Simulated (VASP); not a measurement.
Write the native input for VASP 6.6.1 that does the following.

| Quantity | Value |
| --- | --- |
| Task | single point |
| Functional | PBE |
| Potentials or basis | VASP PAW PBE potentials, release 64 (Pd) |
| Cutoff | 520 eV |
| k mesh | 13 × 13 × 13 |
| Occupations | fermi-dirac, width 0.08 eV |
| Spin | no spin polarisation |
| Dipole correction | no |
| Further INCAR settings | ALGO = Normal; EDIFF = 1e-06; NBANDS = 17 |

The structure of Pd lies in POSCAR:

```
Pd
1.0
    0.0000000000      2.7211983617      2.7211983617
    2.7211983617      0.0000000000      2.7211983617
    2.7211983617      2.7211983617      0.0000000000
Pd
2
Direct
   -0.1250000000     -0.1250000000     -0.1250000000
    0.1250000000      0.1250000000      0.1250000000
```

The input as run:

INCAR

```
SYSTEM = Pd
  PREC = Accurate
  ENCUT = 520
  EDIFF = 1E-6
  ISMEAR = -1
  SIGMA = 0.08
  LREAL = .FALSE.
  LASPH = .TRUE.
  NELM = 80
  ALGO = Normal
  ISIF = 2
  LWAVE = .FALSE.
  LCHARG = .FALSE.
  GGA = PE
  NBANDS = 17
```

KPOINTS

```
Automatic mesh
0
G
  13 13 13
  0 0 0
```

Potentials or basis: VASP PAW PBE potentials, release 64 (Pd).

Command:

```bash
$ cat potpaw_PBE.64/Pd/POTCAR > POTCAR
$ mpirun -np 1 vasp_std > vasp.out
```

It gave:

```
Pressure               : 21.0 GPa
Band gap on the k mesh : zero (band 10 reaches 6.26 eV, above the bottom of band 11 at 5.74 eV)
```

Wall time 82 s on 1 thread of Intel(R) Xeon(R) Platinum 8259CL CPU @ 2.50GHz (Skylake/Cascade Lake), on a shared host, peak memory 0.19 GiB.
